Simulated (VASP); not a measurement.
# LiCl (Fm-3m) in VASP: further runs

LiCl is run at these levels: r2SCAN; tasks: single point.

Everything below comes from runs of VASP 6.6.1. Logs are shortened: lines on timing, memory, paths and dates and some standing lists are left out, and cuts for length are marked.

### 1 The cell of the first run

It takes space group Fm-3m (No. 225, cubic). The conventional cell has a = 5.008 Å, b = 5.008 Å, c = 5.008 Å, α = 90.00°, β = 90.00°, γ = 90.00°. Li (site symmetry m-3m) has 6 Cl at 2.50 Å within 3.3 Å. Within 3.3 Å of Cl (site symmetry m-3m) lie 6 Li at 2.50 Å.

### 2 Single point, r2SCAN (volume changed by -6%)

The input, POSCAR:

```
LiCl
1.0
    0.0000000000      2.5038583334      2.5038583334
    2.5038583334      0.0000000000      2.5038583334
    2.5038583334      2.5038583334      0.0000000000
Li Cl
1 1
Direct
    0.0000000000      0.0000000000      0.0000000000
    0.5000000000      0.5000000000      0.5000000000
```

The input, INCAR.step1:

```
PREC = Accurate ; ENCUT = 520
ISMEAR = 0 ; SIGMA = 0.01
LREAL = False ; LASPH = True
NELM = 60 ; NBANDS = 12
GGA = PE ; ALGO = Normal
EDIFF = 1E-4 ; LWAVE = True
LCHARG = False
```

The input, INCAR.step2:

```
PREC = Accurate ; ENCUT = 520
EDIFF = 1E-6 ; ISMEAR = 0
SIGMA = 0.01 ; LREAL = False
LASPH = True ; NELM = 60
ALGO = Normal ; ISIF = 2
LWAVE = False ; LCHARG = False
METAGGA = R2SCAN ; LMIXTAU = True
NBANDS = 12 ; ISTART = 1
```

The input, KPOINTS:

```
regular mesh
0
Gamma
  8 8 8
```

Potentials or basis: VASP PAW PBE potentials, release 64 (Li_sv, Cl).

Launch:

```console
cat potpaw_PBE.64/Li_sv/POTCAR potpaw_PBE.64/Cl/POTCAR > POTCAR
cp INCAR.step1 INCAR
mpirun -np 1 vasp_std > vasp.out
cp INCAR.step2 INCAR
mpirun -np 1 vasp_std > vasp.out
```

OUTCAR:

```text
PREC = Accurate
   ENCUT = 520
   EDIFF = 1E-6
   ISMEAR = 0
   LREAL = False
   LASPH = True
   NELM = 60
   ISIF = 2
   METAGGA = R2SCAN
   ISTART = 1

 ion  position               nearest neighbor table
   1  0.000  0.000  0.000-   2 2.50   2 2.50   2 2.50   2 2.50   2 2.50   2 2.50
   2  0.500  0.500  0.500-   1 2.50   1 2.50   1 2.50   1 2.50   1 2.50   1 2.50

  LATTYP: Found a face centered cubic cell.
 ALAT       =     5.0077166668

  Lattice vectors:

 A1 = (   0.0000000000,   2.5038583334,   2.5038583334)
 A2 = (   2.5038583334,   0.0000000000,   2.5038583334)
 A3 = (   2.5038583334,   2.5038583334,   0.0000000000)

Analysis of symmetry for initial positions (statically):
=====================================================================
 Subroutine PRICEL returns:
 Original cell was already a primitive cell.

 Routine SETGRP: Setting up the symmetry group for a
 face centered cubic supercell.

 Subroutine GETGRP returns: Found 48 space group operations
 (whereof 48 operations were pure point group operations)
 out of a pool of 48 trial point group operations.

The static configuration has the point symmetry O_h .

Analysis of symmetry for dynamics (positions and initial velocities):
=====================================================================
 Subroutine PRICEL returns:
 Original cell was already a primitive cell.

 Routine SETGRP: Setting up the symmetry group for a
 face centered cubic supercell.

 Subroutine GETGRP returns: Found 48 space group operations
 (whereof 48 operations were pure point group operations)
 out of a pool of 48 trial point group operations.

The dynamic configuration has the point symmetry O_h .

 Subroutine INISYM returns: Found 48 space group operations
 (whereof 48 operations are pure point group operations),
 and found     1 'primitive' translations

----------------------------------------------------------------------------------------

                                     Primitive cell

  volume of cell :      31.3949

  direct lattice vectors                    reciprocal lattice vectors
     0.000000000  2.503858333  2.503858333    -0.199691809  0.199691809  0.199691809
     2.503858333  0.000000000  2.503858333     0.199691809 -0.199691809  0.199691809
     2.503858333  2.503858333  0.000000000     0.199691809  0.199691809 -0.199691809

  length of vectors
     3.540990413  3.540990413  3.540990413     0.345876359  0.345876359  0.345876359

  position of ions in fractional coordinates (direct lattice)
     0.000000000  0.000000000  0.000000000
     0.500000000  0.500000000  0.500000000

  ion indices of the primitive-cell ions
   primitive index   ion index
                 1           1
                 2           2

----------------------------------------------------------------------------------------

 KPOINTS: regular mesh

Automatic generation of k-mesh.
 Grid dimensions read from file:
 generate k-points for:    8    8    8

 Generating k-lattice:

  Cartesian coordinates                     Fractional coordinates (reciprocal lattice)
    -0.024961476  0.024961476  0.024961476     0.125000000  0.000000000  0.000000000
     0.024961476 -0.024961476  0.024961476     0.000000000  0.125000000  0.000000000
     0.024961476  0.024961476 -0.024961476     0.000000000  0.000000000  0.125000000

  Length of vectors
     0.043234545  0.043234545  0.043234545

  Shift w.r.t. Gamma in fractional coordinates (k-lattice)
     0.000000000  0.000000000  0.000000000

 Subroutine IBZKPT returns following result:
 ===========================================

 Found     29 irreducible k-points:

 Following reciprocal coordinates:
            Coordinates               Weight
  0.000000  0.000000  0.000000      1.000000
  0.125000  0.000000  0.000000      8.000000
  0.250000  0.000000  0.000000      8.000000
  0.375000  0.000000  0.000000      8.000000
  0.500000  0.000000  0.000000      4.000000
  0.125000  0.125000  0.000000      6.000000
[... 16 lines left out ...]
  0.500000  0.250000  0.125000     48.000000
 -0.375000  0.250000  0.125000     24.000000
 [... further k-points ...]
   k-points           NKPTS =     29   k-points in BZ     NKDIM =     29   number of bands    NBANDS=     12
   number of dos      NEDOS =    301   number of ions     NIONS =      2
   total plane-waves  NPLWV =  21952
   dimension x,y,z NGX =    28 NGY =   28 NGZ =   28
   dimension x,y,z NGXF=    56 NGYF=   56 NGZF=   56
   ions per type =               1   1
   NGX,Y,Z   is equivalent  to a cutoff of  13.15, 13.15, 13.15 a.u.
   NGXF,Y,Z  is equivalent  to a cutoff of  26.29, 26.29, 26.29 a.u.
 SYSTEM =  unknown system
   PREC   = accura    normal or accurate (medium, high low for compatibility)
   ISTART =      1    job   : 0-new  1-cont  2-samecut
   ICHARG =      0    charge: 1-file 2-atom 10-const
   ISPIN  =      1    spin polarized calculation?
   LNONCOLLINEAR =      F non collinear calculations
   LSORBIT =      F    spin-orbit coupling
   LASPH  =      T    aspherical Exc in radial PAW
   ENCUT  =  520.0 eV  38.22 Ry    6.18 a.u.   6.58  6.58  6.58*2*pi/ulx,y,z
   NELM   =     60;   NELMIN=  2; NELMDL=  0     # of ELM steps
   EDIFF  = 0.1E-05   stopping-criterion for ELM
   LREAL  =      F    real-space projection
   EDIFFG = 0.1E-04   stopping-criterion for IOM
   NSW    =      0    number of steps for IOM
   IBRION =     -1    ionic relax: 0-MD 1-quasi-New 2-CG
   NFREE  =      0    steps in history (QN), initial steepest desc. (CG)
   ISIF   =      2    stress and relaxation
   ISYM   =      2    0-nonsym 1-usesym 2-fastsym
   POTIM  = 0.5000    time-step for ionic-motion
   TEBEG  =    0.0;   TEEND  =   0.0 temperature during run
   PSTRESS=    0.0 pullay stress
   NELECT =      10.0000    total number of electrons
   NUPDOWN=      -1.0000    fix difference up-down
   EMIN   =  10.00;   EMAX   =-10.00  energy-range for DOS
   EFERMI =   0.00;   METHOD = LEGACY
   ISMEAR =     0;   SIGMA  =   0.01  broadening in eV -4-tet -1-fermi 0-gaus
   EFERMI_NEDOS =   21; number of points for ismear=-14 and -15
   IALGO  =     38    algorithm
   IMIX   =      4    mixing-type and parameters
     AMIX     =   0.40;   BMIX     =  1.00
     AMIX_MAG =   1.60;   BMIX_MAG =  1.00
  volume/ion in A,a.u.               =      15.70       105.93
  Fermi-wavevector in a.u.,A,eV,Ry     =   1.118034  2.112778 17.007288  1.250000
  Thomas-Fermi vector in A             =   2.254662
   LORBIT       =      0    0 simple, 1 ext, 2 COOP (PROOUT), +10 PAW based schemes
   METAGGA = R2SCAN    functional components
   LHFCALC =     F    Hartree Fock is set to
   AEXX    =    0.0000 exact exchange contribution
   IVDW    =     0    specifies the selected vdW correction
   LEPSILON=     F    determine dielectric tensor
   LRPA    =     F    only Hartree local field effects (RPA)
 non-spin polarized calculation
 Gauss-broadening in eV      SIGMA  =   0.01
  energy-cutoff  :      520.00
  volume of cell :       31.39
 maximum number of plane-waves:       877
 NGX is ok and might be reduce to    28
   NGX = 13   NGY = 13   NGZ = 13

 number of electron       9.9999992 magnetization

 Free energy of the ion-electron system (eV)
  ---------------------------------------------------
  ext. energy  EPLUGINS =         0.00000000
  ---------------------------------------------------
  free energy    TOTEN  =       -12.57840690 eV

  energy without entropy =      -12.57840690  energy(sigma->0) =      -12.57840690

 E-fermi :   0.9636     XC(G=0):  -9.4994

 val. band max:        0.7614415433   @ k =   0.0000   0.0000   0.0000
 cond. band min:       8.3818030322   @ k =   0.5000   0.0000   0.0000
 fundamental gap:      7.6203614889
 Fermi energy:         0.9635635321

 k-point     1 :       0.0000    0.0000    0.0000
  band No.  band energies     occupation
      1     -43.9658      2.00000
      2     -13.4958      2.00000
      3       0.7614      2.00000
      4       0.7614      2.00000
      5       0.7614      2.00000
      6       8.5538      0.00000
      7      13.4720      0.00000
      8      13.4720      0.00000
      9      13.4720      0.00000
     10      16.3272      0.00000
     11      16.3272      0.00000
     12      17.0965      0.00000

 k-point     2 :       0.1250    0.0000    0.0000
  band No.  band energies     occupation
      1     -43.9653      2.00000
      2     -13.4060      2.00000
      3       0.1894      2.00000
      4       0.7118      2.00000
      5       0.7118      2.00000
      6       8.9958      0.00000
      7      12.7796      0.00000
      8      13.4880      0.00000
      9      13.4882      0.00000
     10      14.9195      0.00000
     11      14.9197      0.00000
     12      17.5326      0.00000

 k-point     3 :       0.2500    0.0000    0.0000
  band No.  band energies     occupation
      1     -43.9638      2.00000
      2     -13.1758      2.00000
      3      -0.9835      2.00000
      4       0.5985      2.00000
      5       0.5985      2.00000
      6       9.1491      0.00000
      7      12.3868      0.00000
      8      12.3872      0.00000
      9      13.0142      0.00000
     10      15.7141      0.00000
     11      15.7141      0.00000
     12      18.1454      0.00000
[... 286 lines left out ...]
 k-point    23 :       0.5000    0.2500    0.1250
  band No.  band energies     occupation
      1     -43.9617      2.00000
      2     -12.7650      2.00000
      3      -1.8267      2.00000
      4      -0.6256      2.00000
      5       0.1890      2.00000
      6      10.1856      0.00000
      7      11.0940      0.00000
      8      12.1443      0.00000
      9      13.5263      0.00000
     10      16.5616      0.00000
     11      19.7627      0.00000
     12      20.3538      0.00000

 k-point    24 :      -0.3750    0.2500    0.1250
  band No.  band energies     occupation
      1     -43.9612      2.00000
      2     -12.6682      2.00000
      3      -2.0999      2.00000
      4      -0.7313      2.00000
      5       0.0882      2.00000
      6       9.9434      0.00000
      7      11.0463      0.00000
      8      12.3648      0.00000
      9      14.0083      0.00000
     10      17.6165      0.00000
     11      18.6661      0.00000
     12      20.4555      0.00000

 [... further k-points ...]
[... 5 lines left out ...]
  --------------------------------------------------------------------------------------
  -------------------------------------------------------------------------------------
  Total        0.3866630      0.3866630      0.3866630     -0.0000000     -0.0000000     -0.0000000
  in kB       19.7325827     19.7325827     19.7325827     -0.0000000     -0.0000000     -0.0000000
  external PRESSURE =      19.7325827 kB  Pullay stress =       0.0000000 kB

 VOLUME and BASIS-vectors are now :
 -----------------------------------------------------------------------------
  energy-cutoff  :      520.00
  volume of cell :       31.39
      direct lattice vectors                 reciprocal lattice vectors
     0.000000000  2.503858333  2.503858333    -0.199691809  0.199691809  0.199691809
     2.503858333  0.000000000  2.503858333     0.199691809 -0.199691809  0.199691809
     2.503858333  2.503858333  0.000000000     0.199691809  0.199691809 -0.199691809

 POSITION                                       TOTAL-FORCE (eV/Angst)
 -----------------------------------------------------------------------------------
      0.00000      0.00000      0.00000         0.000000     -0.000000     -0.000000
      2.50386      2.50386      2.50386        -0.000000      0.000000      0.000000
 -----------------------------------------------------------------------------------
    total drift:                                0.000000      0.000000      0.000000

  FREE ENERGIE OF THE ION-ELECTRON SYSTEM (eV)
  ---------------------------------------------------
  free  energy   TOTEN  =       -12.5784068980 eV

  energy  without entropy=      -12.5784068980  energy(sigma->0) =      -12.57840690
```

It took 34 s on 1 thread of AMD EPYC 9R45 (Zen 5), shared host; peak memory 0.12 GiB.

What came out:

| Property | Result |
| --- | --- |
| Free energy | -12.5784 eV |
| Band gap on the k mesh | 7.62 eV, indirect (least direct gap 7.79 eV) |

Levels at points of the mesh, in eV from the valence-band top:
```
           k point  band 2  band 3  band 4  band 5  band 6  band 7  band 8  band 9
(0.00, 0.00, 0.00)  -14.26    0.00    0.00    0.00    7.79   12.71   12.71   12.71
(0.50, 0.00, 0.00)  -13.57   -3.15   -0.31   -0.31    7.62   10.34   10.34   15.04
(0.50, 0.50, 0.00)  -13.26   -3.28   -1.27   -1.27    8.81    8.96   14.26   16.04
```

Caveat: the cell differs from its parent crystal (volume changed by -6%); the cutoff is under 1.25 times the usual one of these potentials, so pressure, stress and relaxed cells hold a basis-set (Pulay) error; the PAW data sets were made with another functional, which shifts forces and pressure a little.

### 3 Single point, r2SCAN (volume changed by -3%)

The input, POSCAR:

```
LiCl
1.0
    0.0000000000      2.5302166739      2.5302166739
    2.5302166739      0.0000000000      2.5302166739
    2.5302166739      2.5302166739      0.0000000000
Li Cl
1 1
Direct
    0.0000000000      0.0000000000      0.0000000000
    0.5000000000      0.5000000000      0.5000000000
```

The input, INCAR.step1:

```
SYSTEM = LiCl
ALGO = Normal
EDIFF = 1E-4
ENCUT = 520
GGA = PE
ISMEAR = 0
LASPH = .True.
LCHARG = .False.
LREAL = .False.
LWAVE = .True.
NBANDS = 12
NELM = 100
PREC = Accurate
SIGMA = 0.01
```

The input, INCAR.step2:

```
SYSTEM = LiCl
ALGO = Normal
EDIFF = 1E-6
ENCUT = 520
ISIF = 2
ISMEAR = 0
ISTART = 1
LASPH = .True.
LCHARG = .True.
LELF = .True.
LMIXTAU = .True.
LREAL = .False.
LVHAR = .True.
LWAVE = .False.
METAGGA = R2SCAN
NBANDS = 12
NELM = 100
PREC = Accurate
SIGMA = 0.01
```

The input, KPOINTS:

```
k-points
0
Gamma
  8 8 8
  0 0 0
```

Potentials or basis: VASP PAW PBE potentials, release 64 (Li_sv, Cl).

Launch:

```console
cat potpaw_PBE.64/Li_sv/POTCAR potpaw_PBE.64/Cl/POTCAR > POTCAR
cp INCAR.step1 INCAR
mpirun -np 1 vasp_std > vasp.out
cp INCAR.step2 INCAR
mpirun -np 1 vasp_std > vasp.out
```

It took 34 s on 1 thread of AMD EPYC 9R45 (Zen 5), shared host; peak memory 0.12 GiB.

Results (log left out):

* Free energy: -12.5869 eV
* Band gap on the k mesh: 7.57 eV, direct

Levels at points of the mesh, in eV from the valence-band top:
| k point | band 2 | band 3 | band 4 | band 5 | band 6 | band 7 | band 8 | band 9 |
| --- | --- | --- | --- | --- | --- | --- | --- | --- |
| (0.00, 0.00, 0.00) | -14.13 | 0.00 | 0.00 | 0.00 | 7.57 | 12.69 | 12.69 | 12.69 |
| (0.50, 0.00, 0.00) | -13.50 | -3.01 | -0.29 | -0.29 | 7.58 | 10.33 | 10.33 | 14.67 |
| (0.50, 0.50, 0.00) | -13.21 | -3.13 | -1.20 | -1.20 | 8.86 | 8.88 | 13.96 | 15.76 |

Caveat: the cell differs from its parent crystal (volume changed by -3%); the cutoff is under 1.25 times the usual one of these potentials, so pressure, stress and relaxed cells hold a basis-set (Pulay) error; the PAW data sets were made with another functional, which shifts forces and pressure a little. A k mesh can miss the band edges.

### 4 Single point, r2SCAN

This run uses another cell than the first one, of 16.70 Å³/atom, 1.064 times its volume.

The input, POSCAR:

```
LiCl
1.0
    0.0000000000      2.5560369947      2.5560369947
    2.5560369947      0.0000000000      2.5560369947
    2.5560369947      2.5560369947      0.0000000000
Li Cl
1 1
Direct
    0.0000000000      0.0000000000      0.0000000000
    0.5000000000      0.5000000000      0.5000000000
```

The input, INCAR.step1:

```
ALGO = Normal ; EDIFF = 1E-4
ENCUT = 520 ; GGA = PE
ISMEAR = 0 ; LASPH = T
LCHARG = F ; LREAL = F
LWAVE = T ; NBANDS = 12
NELM = 60 ; PREC = Accurate
SIGMA = 0.01
```

The input, INCAR.step2:

```
ALGO = Normal ; EDIFF = 1E-6
ENCUT = 520 ; ISIF = 2
ISMEAR = 0 ; ISTART = 1
LASPH = T ; LCHARG = F
LMIXTAU = T ; LREAL = F
LWAVE = F ; METAGGA = R2SCAN
NBANDS = 12 ; NELM = 60
PREC = Accurate ; SIGMA = 0.01
```

The input, KPOINTS:

```
k-points
0
Gamma
  8 8 8
```

Launch:

```console
cat potpaw_PBE.64/Li_sv/POTCAR potpaw_PBE.64/Cl/POTCAR > POTCAR
cp INCAR.step1 INCAR
mpirun -np 1 vasp_std > vasp.out
cp INCAR.step2 INCAR
mpirun -np 1 vasp_std > vasp.out
```

Run time: 33 s. Hardware: 1 thread of AMD EPYC 9R45 (Zen 5), shared host; peak memory 0.13 GiB.

Results (log left out):

```
Free energy            : -12.5881 eV
Band gap on the k mesh : 7.36 eV, direct
```

Levels at points of the mesh, in eV from the valence-band top:
```csv
k point,band 1,band 2,band 3,band 4,band 5,band 6,band 7,band 8,band 9,band 10
"(0.00, 0.00, 0.00)",-44.80,-14.02,0.00,0.00,0.00,7.36,12.67,12.67,12.67,15.41
"(0.50, 0.00, 0.00)",-44.80,-13.42,-2.88,-0.28,-0.28,7.55,10.32,10.32,14.32,18.07
"(0.50, 0.50, 0.00)",-44.79,-13.17,-2.98,-1.14,-1.14,8.79,8.91,13.67,15.50,15.50
```

Caveat: the cutoff is under 1.25 times the usual one of these potentials, so pressure, stress and relaxed cells hold a basis-set (Pulay) error; the PAW data sets were made with another functional, which shifts forces and pressure a little.

(Continued in part 2 of 2.)
